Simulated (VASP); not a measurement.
# Ag (Fm-3m) in VASP: further runs

Ag is run at these levels: PBE; tasks: relaxation of cell and atoms, single point.

All numbers are computed with VASP 6.6.1; they aren't measurements. Logs are shortened: lines on timing, memory, paths and dates and some standing lists are left out, and cuts for length are marked.

### Step 1. The cell of the first run

It takes space group Fm-3m (No. 225, cubic). Conventional cell: a = 4.086 Å, b = 4.086 Å, c = 4.086 Å, α = 90.00°, β = 90.00°, γ = 90.00°. Ag (site symmetry m-3m) has 12 Ag at 2.89 Å within 3.8 Å.

### Step 2. Relaxation of cell and atoms, PBE

INCAR

```
PREC = Accurate ; ENCUT = 600
EDIFF = 1E-7 ; ISMEAR = -1
SIGMA = 0.1 ; LREAL = False
LASPH = True ; NELM = 100
ALGO = Normal ; ISIF = 3
LWAVE = False ; LCHARG = False
GGA = PE ; IBRION = 2
NSW = 80 ; EDIFFG = -0.01
```

KPOINTS

```
Automatic mesh
0
Gamma
  13 13 13
```

POSCAR

```
Ag
1.0
    0.0000000000      2.0431000000      2.0431000000
    2.0431000000      0.0000000000      2.0431000000
    2.0431000000      2.0431000000      0.0000000000
Ag
1
Direct
    0.0000000000      0.0000000000      0.0000000000
```

Potentials or basis: VASP PAW PBE potentials, release 64 (Ag).

Run with:

```bash
cat potpaw_PBE.64/Ag/POTCAR > POTCAR
mpirun -np 1 vasp_std > vasp.out
```

OUTCAR:

```text
PREC = Accurate
   ENCUT = 600
   EDIFF = 1E-7
   ISMEAR = -1
   LREAL = False
   LASPH = True
   NELM = 100
   ISIF = 3
   GGA = PE
   IBRION = 2
   NSW = 80
   EDIFFG = -0.01

 ion  position               nearest neighbor table
   1  0.000  0.000  0.000-

  LATTYP: Found a face centered cubic cell.
 ALAT       =     4.0862000000

  Lattice vectors:

 A1 = (   0.0000000000,   2.0431000000,   2.0431000000)
 A2 = (   2.0431000000,   0.0000000000,   2.0431000000)
 A3 = (   2.0431000000,   2.0431000000,   0.0000000000)

Analysis of symmetry for initial positions (statically):
=====================================================================
 Subroutine PRICEL returns:
 Original cell was already a primitive cell.

 Routine SETGRP: Setting up the symmetry group for a
 face centered cubic supercell.

 Subroutine GETGRP returns: Found 48 space group operations
[... 9 lines left out ...]

 Routine SETGRP: Setting up the symmetry group for a
 face centered cubic supercell.

 Subroutine GETGRP returns: Found 48 space group operations
[... 11 lines left out ...]
                                     Primitive cell

  volume of cell :      17.0569

  direct lattice vectors                    reciprocal lattice vectors
     0.000000000  2.043100000  2.043100000    -0.244726151  0.244726151  0.244726151
     2.043100000  0.000000000  2.043100000     0.244726151 -0.244726151  0.244726151
     2.043100000  2.043100000  0.000000000     0.244726151  0.244726151 -0.244726151

  length of vectors
     2.889379729  2.889379729  2.889379729     0.423878128  0.423878128  0.423878128

  position of ions in fractional coordinates (direct lattice)
     0.000000000  0.000000000  0.000000000

  ion indices of the primitive-cell ions
   primitive index   ion index
                 1           1

----------------------------------------------------------------------------------------

 KPOINTS: Automatic mesh

Automatic generation of k-mesh.
 Grid dimensions read from file:
 generate k-points for:   13   13   13

 Generating k-lattice:

  Cartesian coordinates                     Fractional coordinates (reciprocal lattice)
    -0.018825089  0.018825089  0.018825089     0.076923077  0.000000000  0.000000000
     0.018825089 -0.018825089  0.018825089     0.000000000  0.076923077  0.000000000
     0.018825089  0.018825089 -0.018825089     0.000000000  0.000000000  0.076923077

  Length of vectors
[... 68 lines left out ...]
   EMIN   =  10.00;   EMAX   =-10.00  energy-range for DOS
   EFERMI =   0.00;   METHOD = LEGACY
   ISMEAR =    -1;   SIGMA  =   0.10  broadening in eV -4-tet -1-fermi 0-gaus
   EFERMI_NEDOS =   21; number of points for ismear=-14 and -15
   IALGO  =     38    algorithm
   IMIX   =      4    mixing-type and parameters
     AMIX     =   0.40;   BMIX     =  1.00
     AMIX_MAG =   1.60;   BMIX_MAG =  1.00
  volume/ion in A,a.u.               =      17.06       115.11
  Fermi-wavevector in a.u.,A,eV,Ry     =   1.414402  2.672832 27.218893  2.000532
  Thomas-Fermi vector in A             =   2.535948
   LORBIT       =      0    0 simple, 1 ext, 2 COOP (PROOUT), +10 PAW based schemes
   GGA     = PE    functional components
   LHFCALC =     F    Hartree Fock is set to
   AEXX    =    0.0000 exact exchange contribution
   IVDW    =     0    specifies the selected vdW correction
   LEPSILON=     F    determine dielectric tensor
   LRPA    =     F    only Hartree local field effects (RPA)
 conjugate gradient relaxation of ions
 non-spin polarized calculation
  energy-cutoff  :      600.00
  volume of cell :       17.06
 maximum number of plane-waves:       578
   NGX = 11   NGY = 11   NGZ = 11

--------------------------------------- Ionic step        1  -------------------------------------------

 number of electron      10.9999999 magnetization

 Free energy of the ion-electron system (eV)
  ---------------------------------------------------
  ext. energy  EPLUGINS =         0.00000000
  ---------------------------------------------------
  free energy    TOTEN  =        -2.71087730 eV

  energy without entropy =       -2.70095102  energy(sigma->0) =       -2.70591416

------------------------ aborting loop because EDIFF is reached ----------------------------------------

  FORCE on cell =-STRESS in cart. coord.  units (eV):
  Direction    XX          YY          ZZ          XY          YZ          ZX
  --------------------------------------------------------------------------------------
  -------------------------------------------------------------------------------------
  Total        0.4650237      0.4650237      0.4650237      0.0000000      0.0000000     -0.0000000
  in kB       43.6804182     43.6804182     43.6804182      0.0000000      0.0000000     -0.0000000
  external PRESSURE =      43.6804182 kB  Pullay stress =       0.0000000 kB
[... 57 lines left out ...]
--------------------------------------- Ionic step        3  -------------------------------------------

 number of electron      11.0000000 magnetization

 Free energy of the ion-electron system (eV)
  ---------------------------------------------------
  ext. energy  EPLUGINS =         0.00000000
  ---------------------------------------------------
  free energy    TOTEN  =        -2.72049963 eV

  energy without entropy =       -2.70986169  energy(sigma->0) =       -2.71518066

 E-fermi :   7.9964     XC(G=0): -11.9558

 val. band max:        7.9771814917   @ k =  -0.4615   0.0769   0.0000
 cond. band min:       8.0295227420   @ k =  -0.3077   0.2308   0.0000
 fundamental gap:      0.0523412503
 Fermi energy:         7.9964176055

 k-point     1 :       0.0000    0.0000    0.0000
  band No.  band energies     occupation
      1       0.3894      2.00000
      2       3.1882      2.00000
      3       3.1882      2.00000
      4       3.1882      2.00000
      5       4.1454      2.00000
      6       4.1454      2.00000
      7      23.7717      0.00000
      8      27.0961      0.00000
      9      27.0961      0.00000
[... 265 lines left out ...]
 k-point    24 :       0.4615    0.1538    0.0000
  band No.  band energies     occupation
      1       2.0626      2.00000
      2       3.0129      2.00000
      3       3.5326      2.00000
      4       3.7690      2.00000
      5       4.9039      2.00000
      6       7.4977      1.98645
      7      13.3098      0.00000
      8      21.8300      0.00000
      9      22.8960      0.00000

 [... further k-points ...]

------------------------ aborting loop because EDIFF is reached ----------------------------------------

  FORCE on cell =-STRESS in cart. coord.  units (eV):
  Direction    XX          YY          ZZ          XY          YZ          ZX
  --------------------------------------------------------------------------------------
  -------------------------------------------------------------------------------------
  Total        0.0015098      0.0015098      0.0015098     -0.0000000     -0.0000000      0.0000000
  in kB        0.1359106      0.1359106      0.1359106     -0.0000000     -0.0000000      0.0000000
  external PRESSURE =       0.1359106 kB  Pullay stress =       0.0000000 kB
[... 16 lines left out ...]
  FREE ENERGIE OF THE ION-ELECTRON SYSTEM (eV)
  ---------------------------------------------------
  free  energy   TOTEN  =        -2.7204996341 eV

  energy  without entropy=       -2.7098616876  energy(sigma->0) =       -2.71518066

 reached required accuracy - stopping structural energy minimisation
```

OSZICAR:

```text
N       E                     dE             d eps       ncg     rms          rms(c)
DAV:   1     0.485534431481E+02    0.48553E+02   -0.62721E+03  1536   0.125E+03
[... 22 lines left out ...]
DAV:   1    -0.281215476552E+01   -0.94445E-01   -0.16734E+00  1534   0.158E+01    0.196E+00
DAV:   2    -0.272245827551E+01    0.89696E-01   -0.43949E-01  1529   0.710E+00    0.549E-01
DAV:   3    -0.272096308161E+01    0.14952E-02   -0.27445E-03  1520   0.531E-01    0.359E-01
DAV:   4    -0.272049943736E+01    0.46364E-03   -0.73066E-04  1591   0.246E-01    0.272E-02
DAV:   5    -0.272049830228E+01    0.11351E-05   -0.38063E-06  1569   0.209E-02    0.155E-02
DAV:   6    -0.272049961340E+01   -0.13111E-05   -0.10878E-06  1641   0.974E-03    0.122E-03
DAV:   7    -0.272049963405E+01   -0.20651E-07   -0.13540E-08   908   0.120E-03
   3 F= -.27204996E+01 E0= -.27151807E+01  d E =-.962234E-02
```

CONTCAR:

```text
Ag
   1.00000000000000
     0.0000000000000000    2.0723003493041188    2.0723003493041188
     2.0723003493041188    0.0000000000000000    2.0723003493041188
     2.0723003493041188    2.0723003493041188    0.0000000000000000
  Ag
     1
Direct
     0.0000000000000000    0.0000000000000000    0.0000000000000000

  0.00000000E+00  0.00000000E+00  0.00000000E+00
```

Run time: 22 s. Hardware: 1 thread of AMD EPYC 7R13 (Zen 3), shared host; peak memory 0.13 GiB.

Results:

```
Free energy                            : -2.7205 eV
Relaxed volume                         : 17.80 Å³/atom
Relaxed cell                           : a = 2.931 Å, b = 2.931 Å, c = 2.931 Å, α = 60.00°, β = 60.00°, γ = 60.00°
Space group after relaxing (to 0.05 Å) : Fm-3m (No. 225)
Energy gained by relaxing              : 9.6 meV/atom
Ionic steps                            : 3
Pressure after relaxing                : 0.0 GPa
```

Step by step:
```csv
step,energy change (eV),largest force (eV/Å),pressure (GPa),volume (Å³)
1,0.0000,0.0000,4.37,17.06
2,-0.0068,0.0000,-2.01,18.23
3,-0.0096,0.0000,0.01,17.80
```

Final structure:
```xyz
1
Lattice="0.0000 2.0723 2.0723 2.0723 0.0000 2.0723 2.0723 2.0723 0.0000" Properties=species:S:1:pos:R:3 pbc="T T T"
Ag    0.0000    0.0000    0.0000
```

Levels at points of the mesh, in eV from the Fermi level:
| k point | band 4 | band 5 | band 6 | band 7 | band 8 | band 9 |
| --- | --- | --- | --- | --- | --- | --- |
| (0.00, 0.00, 0.00) | -4.81 | -3.85 | -3.85 | 15.78 | 19.10 | 19.10 |

### Step 3. Single point, PBE (volume scaled by 0.88)

INCAR

```
SYSTEM = Ag
PREC = Accurate
ENCUT = 520
EDIFF = 1E-6
ISMEAR = -1
SIGMA = 0.1
LREAL = .False.
LASPH = .True.
NELM = 100
ALGO = Normal
ISIF = 2
LWAVE = .False.
LCHARG = .False.
GGA = PE
NBANDS = 12
```

KPOINTS

```
regular mesh
0
Gamma
  21 21 21
  0 0 0
```

POSCAR

```
Ag
1.0
    0.0000000000      1.9869425464      1.9869425464
    1.9869425464      0.0000000000      1.9869425464
    1.9869425464      1.9869425464      0.0000000000
Ag
1
Direct
    0.0000000000      0.0000000000      0.0000000000
```

Potentials or basis: VASP PAW PBE potentials, release 64 (Ag).

Run with:

```bash
cat potpaw_PBE.64/Ag/POTCAR > POTCAR
mpirun -np 1 vasp_std > vasp.out
```

Wall time 35 s (1 thread of AMD EPYC 7R13 (Zen 3), shared host); peak memory 0.15 GiB.

The run converged. Its results:

| Item | Value |
| --- | --- |
| Free energy | -2.6233 eV |
| Pressure | 16.7 GPa |

Levels at points of the mesh, in eV from the Fermi level:
```
           k point  band 2  band 3  band 4  band 5  band 6  band 7  band 8  band 9  band 10  band 11
(0.00, 0.00, 0.00)   -5.20   -5.20   -5.20   -4.01   -4.01   16.11   20.18   20.18    20.18    25.21
```

Caveat: the cell differs from its parent crystal (volume scaled by 0.88).

[end of part 1 of 2]
